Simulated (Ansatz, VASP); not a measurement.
This is a calculation of TiO2 for VASP 6.6.1.

Contents of INCAR:

```
PREC = Accurate
ENCUT = 520
EDIFF = 1E-6
ISMEAR = -1
SIGMA = 0.05
LREAL = False
LASPH = True
NELM = 100
ALGO = Normal
ISIF = 2
LWAVE = False
LCHARG = False
GGA = PE
NBANDS = 46
```

File KPOINTS:

```
Automatic mesh
0
Gamma
  4 3 2
```

POSCAR

```
TiO2
1.0
    2.9682645463      0.0000000000      0.0000000000
    0.0002080834      4.7076067549      0.0000000000
    1.4835696211      0.2423534620      7.0834647979
Ti O
3 6
Direct
    0.0033718700      0.0003888100      0.0007031900
    0.3446402100      0.4802596500      0.3169598700
    0.6617081400      0.5204743600      0.6844963600
    0.4400381600      0.1854376900      0.1285388000
    0.7779263400      0.2977287500      0.4518780700
    0.1012362400      0.3089534200      0.8062432200
    0.9064972100      0.6918369900      0.1951715700
    0.2294071500      0.7030072800      0.5495147300
    0.5680256700      0.8153000600      0.8728271800
```

Potentials or basis: VASP PAW PBE potentials, release 64 (Ti_sv, O).

Command:

```sh
$ cat potpaw_PBE.64/Ti_sv/POTCAR potpaw_PBE.64/O/POTCAR > POTCAR
$ mpirun -np 1 vasp_std > vasp.out
```

Problem. Set up the same calculation for Ansatz 0.2.0. Potentials there: Ansatz PAW.

Solution. As run (the cutoff follows the program's own potentials):

File input.yaml:

```yaml
crystal:
  lattice:
    - [2.9682645463, 0.0, 0.0]
    - [0.0002080834, 4.7076067549, 0.0]
    - [1.4835696211, 0.242353462, 7.0834647979]
  atoms:
    - { symbol: Ti, position: [0.00337187, 0.00038881, 0.00070319] }
    - { symbol: Ti, position: [0.34464021, 0.48025965, 0.31695987] }
    - { symbol: Ti, position: [0.66170814, 0.52047436, 0.68449636] }
    - { symbol: O, position: [0.44003816, 0.18543769, 0.1285388] }
    - { symbol: O, position: [0.77792634, 0.29772875, 0.45187807] }
    - { symbol: O, position: [0.10123624, 0.30895342, 0.80624322] }
    - { symbol: O, position: [0.90649721, 0.69183699, 0.19517157] }
    - { symbol: O, position: [0.22940715, 0.70300728, 0.54951473] }
    - { symbol: O, position: [0.56802567, 0.81530006, 0.87282718] }
hamiltonian:
  xc: pbe
  pseudopotentials: { kind: paw }
kpoints:
  mp_grid: { grid: [4, 3, 2] }
scf:
  occupations: { method: fermi_dirac, width: 0.05 }
output:
  forces: true
  stress: true
  eigenvalues: true
```

Potentials or basis: Ansatz PAW.

Run with:

```sh
$ ansatz run input.yaml --threads 4 --pin off --max-ram 11264MiB --backend cpu --events-out ev --progress --plain --runs-dir out
```

Both were run:

|  | VASP | Ansatz | Ansatz less VASP |
| --- | --- | --- | --- |
| gap on the k mesh at the Fermi level (eV) | 2.29 | 2.32 | +0.026 |
| least direct gap on the mesh (eV) | 2.29 | 2.32 | +0.026 |
| pressure (GPa) | 4.4 | 3.7 | -0.70 |
| traceless stress, the component that is largest in VASP (GPa) | -0.12 | -0.13 | -0.006 |
| rms of the force components (eV/Å) | 0.054 | 0.042 | -0.0120 |

Atom by atom the forces differ by 0.021 eV/Å (rms over components).

The k mesh is coarse, so the values compare programs but aren't converged. Noted on Ansatz's run: odd divisions of the mesh miss points on the zone boundary, where band edges often lie, so the gap on the mesh can be too wide.
